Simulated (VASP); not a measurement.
Here is a VASP 6.6.1 calculation.

Contents of POSCAR:

```
NaH
1.0
    0.0000000000      2.5969210594      2.5969210594
    2.5969210594      0.0000000000      2.5969210594
    2.5969210594      2.5969210594      0.0000000000
Na H
1 1
Direct
    0.0000000000      0.0000000000      0.0000000000
    0.2500000000      0.2500000000      0.2500000000
```

File INCAR.step1:

```
PREC = Accurate
ENCUT = 520
ISMEAR = 0
SIGMA = 0.01
LREAL = False
LASPH = True
NELM = 100
NBANDS = 11
GGA = PE
ALGO = Normal
EDIFF = 1E-4
LWAVE = True
LCHARG = False
```

File INCAR.step2:

```
PREC = Accurate
ENCUT = 520
EDIFF = 1E-7
ISMEAR = 0
SIGMA = 0.01
LREAL = False
LASPH = True
NELM = 100
ALGO = Normal
ISIF = 2
LWAVE = False
LCHARG = True
METAGGA = R2SCAN
LMIXTAU = True
LELF = True
LVHAR = True
NBANDS = 11
ISTART = 1
```

The input KPOINTS:

```
regular mesh
0
Gamma
  6 6 6
```

Potentials or basis: VASP PAW PBE potentials, release 64 (Na_pv, H).

Run with:

```console
$ cat potpaw_PBE.64/Na_pv/POTCAR potpaw_PBE.64/H/POTCAR > POTCAR
$ cp INCAR.step1 INCAR
$ mpirun -np 1 vasp_std > vasp.out
$ cp INCAR.step2 INCAR
$ mpirun -np 1 vasp_std > vasp.out
```

Q: Predict the band gap on the k mesh.

A: 4.07 eV, indirect (least direct gap 4.74 eV).

Q: What does it give for the pressure?

A: -0.1 GPa.

Caveat: the PAW data sets were made with another functional, which shifts forces and pressure a little. r2SCAN opens gaps a little over a GGA but as a rule still falls short of measured ones.
